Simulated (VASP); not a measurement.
# Cr2CuGe2O8 (P-1) in VASP: single point with PBEsol

Aim: the single point of Cr2CuGe2O8 with PBEsol.

Program: VASP 6.6.1. These are calculated values, not measurements. Logs are shortened: lines on timing, memory, paths and dates and some standing lists are left out, and cuts for length are marked.

## 1. The cell of the first run

The typed cell holds 13 atoms: a = 4.901 Å, b = 6.500 Å, c = 5.104 Å, α = 111.00°, β = 112.50°, γ = 86.00°.

## 2. Single point, PBEsol

File INCAR:

```
PREC = Accurate
ENCUT = 520
EDIFF = 1E-6
ISMEAR = -1
SIGMA = 0.0153
LREAL = F
LASPH = T
NELM = 100
ALGO = Fast
ISIF = 2
LWAVE = F
LCHARG = F
GGA = PS
NBANDS = 68
```

File KPOINTS:

```
Automatic mesh
0
Gamma
  4 3 4
  0.5 0.5 0
```

File POSCAR:

```
Cr2CuGe2O8
1.0
    4.9013416900      0.0000000000      0.0000000000
    0.4534078400      6.4839830400      0.0000000000
   -1.9530450900     -1.6968462200      4.3991611200
Cr Cu Ge O
2 1 2 8
Direct
    0.2332000000      0.1855000000      0.7420000000
    0.7668000000      0.8145000000      0.2580000000
    0.5000000000      0.5000000000      0.5000000000
    0.8607000000      0.2785000000      0.1360000000
    0.1393000000      0.7215000000      0.8640000000
    0.1800000000      0.3420000000      0.1230000000
    0.8200000000      0.6580000000      0.8770000000
    0.8920000000      0.1160000000      0.3390000000
    0.1080000000      0.8840000000      0.6610000000
    0.6500000000      0.1630000000      0.7550000000
    0.3500000000      0.8370000000      0.2450000000
    0.7480000000      0.5270000000      0.2830000000
    0.2520000000      0.4730000000      0.7170000000
```

Potentials or basis: VASP PAW PBE potentials, release 64 (Cr_pv, Cu, Ge_d, O).

The run is started by

```console
$ cat potpaw_PBE.64/Cr_pv/POTCAR potpaw_PBE.64/Cu/POTCAR potpaw_PBE.64/Ge_d/POTCAR potpaw_PBE.64/O/POTCAR > POTCAR
$ mpirun -np 1 vasp_std > vasp.out
```

OUTCAR:

```text
PREC = Accurate
   ENCUT = 520
   EDIFF = 1E-6
   ISMEAR = -1
   LREAL = F
   LASPH = T
   NELM = 100
   ISIF = 2
   GGA = PS

 ion  position               nearest neighbor table
   1  0.233  0.185  0.742-  13 1.93   9 1.94   6 1.95   8 2.01  10 2.02   4 2.92   2 3.05
   2  0.767  0.815  0.258-  12 1.93   8 1.94   7 1.95   9 2.01  11 2.02   5 2.92   1 3.05
   3  0.500  0.500  0.500-   6 1.93   7 1.93  12 1.98  13 1.98
   4  0.861  0.279  0.136-  12 1.67   6 1.68   8 1.69  10 1.71   1 2.92
   5  0.139  0.721  0.864-  13 1.67   7 1.68   9 1.69  11 1.71   2 2.92
   6  0.180  0.342  0.123-   4 1.68   3 1.93   1 1.95
   7  0.820  0.658  0.877-   5 1.68   3 1.93   2 1.95
   8  0.892  0.116  0.339-   4 1.69   2 1.94   1 2.01
   9  0.108  0.884  0.661-   5 1.69   1 1.94   2 2.01
  10  0.650  0.163  0.755-   4 1.71   1 2.02
  11  0.350  0.837  0.245-   5 1.71   2 2.02
  12  0.748  0.527  0.283-   4 1.67   2 1.93   3 1.98
  13  0.252  0.473  0.717-   5 1.67   1 1.93   3 1.98

  LATTYP: Found a triclinic cell.
 ALAT       =    12.5199875290
 B/A-ratio  =     1.0116670839
 C/A-ratio  =     1.0496295478
 COS(alpha) =     0.0005946663
 COS(beta)  =     0.5537477105
 COS(gamma) =     0.8303067046

  Lattice vectors:

 A1 = (   8.3540240300,  -3.0902906000,  -8.7983222400)
 A2 = (  11.7557284700,   1.6968462200,  -4.3991611200)
 A3 = (  -1.9020671900,  -9.5742736400,  -8.7983222400)

Analysis of symmetry for initial positions (statically):
=====================================================================
 Subroutine PRICEL returns:
 Original cell was already a primitive cell.

 Routine SETGRP: Setting up the symmetry group for a
 triclinic supercell.

 Subroutine GETGRP returns: Found  2 space group operations
 (whereof  2 operations were pure point group operations)
 out of a pool of  2 trial point group operations.

The static configuration has the point symmetry S_2 .

Analysis of symmetry for dynamics (positions and initial velocities):
=====================================================================
 Subroutine PRICEL returns:
 Original cell was already a primitive cell.

 Routine SETGRP: Setting up the symmetry group for a
 triclinic supercell.

 Subroutine GETGRP returns: Found  2 space group operations
 (whereof  2 operations were pure point group operations)
 out of a pool of  2 trial point group operations.

The dynamic configuration has the point symmetry S_2 .

 Subroutine INISYM returns: Found  2 space group operations
 (whereof  2 operations are pure point group operations),
 and found     1 'primitive' translations

----------------------------------------------------------------------------------------

                                     Primitive cell

  volume of cell :     139.8063

  direct lattice vectors                    reciprocal lattice vectors
     4.901341690  0.000000000  0.000000000     0.204025767 -0.014266984  0.085075912
     0.453407840  6.483983040  0.000000000     0.000000000  0.154226190  0.059488189
    -1.953045090 -1.696846220  4.399161120     0.000000000  0.000000000  0.227316066

  length of vectors
     4.901341690  6.499816515  5.103556679     0.221512915  0.165301429  0.227316066

  position of ions in fractional coordinates (direct lattice)
     0.233200000  0.185500000  0.742000000
     0.766800000  0.814500000  0.258000000
     0.500000000  0.500000000  0.500000000
     0.860700000  0.278500000  0.136000000
     0.139300000  0.721500000  0.864000000
     0.180000000  0.342000000  0.123000000
     0.820000000  0.658000000  0.877000000
     0.892000000  0.116000000  0.339000000
     0.108000000  0.884000000  0.661000000
     0.650000000  0.163000000  0.755000000
     0.350000000  0.837000000  0.245000000
     0.748000000  0.527000000  0.283000000
     0.252000000  0.473000000  0.717000000

  ion indices of the primitive-cell ions
   primitive index   ion index
                 1           1
                 2           2
                 3           3
                 4           4
                 5           5
                 6           6
                 7           7
                 8           8
                 9           9
                10          10
                11          11
                12          12
                13          13

----------------------------------------------------------------------------------------

 KPOINTS: Automatic mesh

Automatic generation of k-mesh.
 Grid dimensions read from file:
 generate k-points for:    4    3    4

 Generating k-lattice:

  Cartesian coordinates                     Fractional coordinates (reciprocal lattice)
     0.051006442 -0.003566746  0.021268978     0.250000000  0.000000000  0.000000000
     0.000000000  0.051408730  0.019829396     0.000000000  0.333333333  0.000000000
     0.000000000  0.000000000  0.056829017     0.000000000  0.000000000  0.250000000

  Length of vectors
     0.055378229  0.055100476  0.056829017

  Shift w.r.t. Gamma in fractional coordinates (k-lattice)
     0.500000000  0.500000000  0.000000000

 Subroutine IBZKPT returns following result:
 ===========================================

 Found     24 irreducible k-points:

 Following reciprocal coordinates:
            Coordinates               Weight
  0.125000  0.166667 -0.000000      2.000000
  0.375000  0.166667  0.000000      2.000000
 -0.375000  0.166667  0.000000      2.000000
 -0.125000  0.166667  0.000000      2.000000
  0.125000  0.500000  0.000000      2.000000
  0.375000  0.500000  0.000000      2.000000
[... 16 lines left out ...]
  0.125000  0.500000  0.500000      2.000000
  0.375000  0.500000  0.500000      2.000000
   k-points           NKPTS =     24   k-points in BZ     NKDIM =     24   number of bands    NBANDS=     68
   number of dos      NEDOS =    301   number of ions     NIONS =     13
   total plane-waves  NPLWV =  69120
   dimension x,y,z NGX =    36 NGY =   48 NGZ =   40
   dimension x,y,z NGXF=    72 NGYF=   96 NGZF=   80
   ions per type =               2   1   2   8
   NGX,Y,Z   is equivalent  to a cutoff of  12.21, 12.28, 13.03 a.u.
   NGXF,Y,Z  is equivalent  to a cutoff of  24.42, 24.55, 26.06 a.u.
 SYSTEM =  unknown system
   PREC   = accura    normal or accurate (medium, high low for compatibility)
   ISTART =      0    job   : 0-new  1-cont  2-samecut
   ICHARG =      2    charge: 1-file 2-atom 10-const
   ISPIN  =      1    spin polarized calculation?
   LNONCOLLINEAR =      F non collinear calculations
   LSORBIT =      F    spin-orbit coupling
   LASPH  =      T    aspherical Exc in radial PAW
   ENCUT  =  520.0 eV  38.22 Ry    6.18 a.u.   9.11 12.09  9.49*2*pi/ulx,y,z
   NELM   =    100;   NELMIN=  2; NELMDL= -5     # of ELM steps
   EDIFF  = 0.1E-05   stopping-criterion for ELM
   LREAL  =      F    real-space projection
   EDIFFG = 0.1E-04   stopping-criterion for IOM
   NSW    =      0    number of steps for IOM
   IBRION =     -1    ionic relax: 0-MD 1-quasi-New 2-CG
   NFREE  =      0    steps in history (QN), initial steepest desc. (CG)
   ISIF   =      2    stress and relaxation
   ISYM   =      2    0-nonsym 1-usesym 2-fastsym
   POTIM  = 0.5000    time-step for ionic-motion
   TEBEG  =    0.0;   TEEND  =   0.0 temperature during run
   PSTRESS=    0.0 pullay stress
   NELECT =     111.0000    total number of electrons
   NUPDOWN=      -1.0000    fix difference up-down
   EMIN   =  10.00;   EMAX   =-10.00  energy-range for DOS
   EFERMI =   0.00;   METHOD = LEGACY
   ISMEAR =    -1;   SIGMA  =   0.02  broadening in eV -4-tet -1-fermi 0-gaus
   EFERMI_NEDOS =   21; number of points for ismear=-14 and -15
   IALGO  =     68    algorithm
   IMIX   =      4    mixing-type and parameters
     AMIX     =   0.40;   BMIX     =  1.00
     AMIX_MAG =   1.60;   BMIX_MAG =  1.00
  volume/ion in A,a.u.               =      10.75        72.57
  Fermi-wavevector in a.u.,A,eV,Ry     =   1.515911  2.864656 31.265983  2.297985
  Thomas-Fermi vector in A             =   2.625371
   LORBIT       =      0    0 simple, 1 ext, 2 COOP (PROOUT), +10 PAW based schemes
   GGA     = PS    functional components
   LHFCALC =     F    Hartree Fock is set to
   AEXX    =    0.0000 exact exchange contribution
   IVDW    =     0    specifies the selected vdW correction
   LEPSILON=     F    determine dielectric tensor
   LRPA    =     F    only Hartree local field effects (RPA)
 non-spin polarized calculation
 RMM-DIIS sequential band-by-band and
  energy-cutoff  :      520.00
  volume of cell :      139.81
 maximum number of plane-waves:      3780
   NGX = 19   NGY = 25   NGZ = 19

 number of electron     110.9999985 magnetization

 Free energy of the ion-electron system (eV)
  ---------------------------------------------------
  ext. energy  EPLUGINS =         0.00000000
  ---------------------------------------------------
  free energy    TOTEN  =       -90.90952426 eV

  energy without entropy =      -90.89465009  energy(sigma->0) =      -90.90208718

 E-fermi :   5.8365     XC(G=0): -11.5855

 val. band max:        5.8229938977   @ k =  -0.1250   0.1667   0.2500
 cond. band min:       5.8387435765   @ k =  -0.1250  -0.1667   0.2500
 fundamental gap:      0.0157496788
 Fermi energy:         5.8365067830

 k-point     1 :       0.1250    0.1667   -0.0000
  band No.  band energies     occupation
      1     -38.2703      2.00000
      2     -38.2685      2.00000
      3     -38.1329      2.00000
      4     -38.0899      2.00000
      5     -37.8605      2.00000
      6     -37.8589      2.00000
[... 59 lines left out ...]
     66      12.2044      0.00000
     67      12.8178      0.00000

 k-point     2 :       0.3750    0.1667    0.0000
  band No.  band energies     occupation
      1     -38.2703      2.00000
      2     -38.2692      2.00000
      3     -38.1327      2.00000
      4     -38.0901      2.00000
      5     -37.8608      2.00000
      6     -37.8586      2.00000
[... 59 lines left out ...]
     66      11.6289      0.00000
     67      12.3451      0.00000

 k-point     3 :      -0.3750    0.1667    0.0000
  band No.  band energies     occupation
      1     -38.2702      2.00000
      2     -38.2693      2.00000
      3     -38.1329      2.00000
      4     -38.0899      2.00000
      5     -37.8607      2.00000
      6     -37.8587      2.00000
[... 1459 lines left out ...]
     66      11.8159      0.00000
     67      12.0351      0.00000

 k-point    24 :       0.3750    0.5000    0.5000
  band No.  band energies     occupation
      1     -38.2703      2.00000
      2     -38.2692      2.00000
      3     -38.1328      2.00000
      4     -38.0901      2.00000
      5     -37.8606      2.00000
      6     -37.8589      2.00000
[... 59 lines left out ...]
     66      11.5884      0.00000
     67      12.1125      0.00000
 [bands above 67 left out]

------------------------ aborting loop because EDIFF is reached ----------------------------------------

  FORCE on cell =-STRESS in cart. coord.  units (eV):
  Direction    XX          YY          ZZ          XY          YZ          ZX
  --------------------------------------------------------------------------------------
  -------------------------------------------------------------------------------------
  Total        8.5012330      9.7920811      6.5775227      0.1790576     -1.6980992     -0.1966867
  in kB       97.4239612    112.2170546     75.3782793      2.0519962    -19.4601835     -2.2540252
  external PRESSURE =      95.0064317 kB  Pullay stress =       0.0000000 kB

 VOLUME and BASIS-vectors are now :
 -----------------------------------------------------------------------------
  energy-cutoff  :      520.00
  volume of cell :      139.81
      direct lattice vectors                 reciprocal lattice vectors
     4.901341690  0.000000000  0.000000000     0.204025767 -0.014266984  0.085075912
     0.453407840  6.483983040  0.000000000     0.000000000  0.154226190  0.059488189
    -1.953045090 -1.696846220  4.399161120     0.000000000  0.000000000  0.227316066

 POSITION                                       TOTAL-FORCE (eV/Angst)
 -----------------------------------------------------------------------------------
     -0.22206     -0.05628      3.26418         0.182729      0.238013     -0.960200
      3.62376      4.84342      1.13498        -0.182729     -0.238013      0.960200
      1.70085      2.39357      2.19958        -0.000000      0.000000      0.000000
      4.07924      1.57502      0.59829        -0.261258      0.068814     -1.372744
     -0.67754      3.21212      3.80088         0.261258     -0.068814      1.372744
      0.79708      2.00881      0.54110         4.421933     -0.133814     -1.062733
      2.60462      2.77833      3.85806        -4.421933      0.133814      1.062733
      3.76251      0.17691      1.49132        -0.354561     -2.722686      1.541949
     -0.36081      4.61023      2.90785         0.354561      2.722686     -1.541949
      1.78523     -0.22423      3.32137        -2.740947     -0.526091     -0.787557
      1.61648      5.01137      1.07779         2.740947      0.526091      0.787557
      3.35244      2.93685      1.24496        -1.848751      2.655847      1.670267
      0.04927      1.85029      3.15420         1.848751     -2.655847     -1.670267
 -----------------------------------------------------------------------------------
    total drift:                                0.000000      0.000000     -0.000000

  FREE ENERGIE OF THE ION-ELECTRON SYSTEM (eV)
  ---------------------------------------------------
  free  energy   TOTEN  =       -90.9095242640 eV

  energy  without entropy=      -90.8946500888  energy(sigma->0) =      -90.90208718
```

Wall time 7 min (1 thread of Intel Xeon Platinum 8375C at 2.90GHz (Ice Lake), shared host); peak memory 0.37 GiB.

What came out:

| Quantity | Value |
| --- | --- |
| Free energy | -90.9095 eV |
| Pressure | 9.5 GPa |
| Largest force | 4.550 eV/Å |
| Band gap on the k mesh | zero (an odd number of electrons rules out a gap without spin polarisation) |

Forces in eV/Å, atoms in the order of the input:
```
Cr   0.183  0.238 -0.960
Cr  -0.183 -0.238  0.960
Cu   0.000  0.000  0.000
Ge  -0.261  0.069 -1.373
Ge   0.261 -0.069  1.373
O    4.422 -0.134 -1.063
O   -4.422  0.134  1.063
O   -0.355 -2.723  1.542
O    0.355  2.723 -1.542
O   -2.741 -0.526 -0.788
O    2.741  0.526  0.788
O   -1.849  2.656  1.670
O    1.849 -2.656 -1.670
```

Levels at points of the mesh, in eV from the Fermi level:
| k point | band 53 | band 54 | band 55 | band 56 | band 57 | band 58 |
| --- | --- | --- | --- | --- | --- | --- |
| (0.12, 0.17, 0.00) | -0.61 | -0.28 | -0.12 | -0.07 | 0.17 | 0.28 |

Caveat: the cell stands under pressure; the PAW data sets were made with another functional, which shifts forces and pressure a little; an odd number of electrons without spin polarisation forces a metal; a magnetic or distorted state may lie lower; the run has no spin polarisation, though such a crystal can be magnetic; semilocal functionals often make such compounds metallic where correlation or magnetic order opens a gap, which also shifts bond lengths.
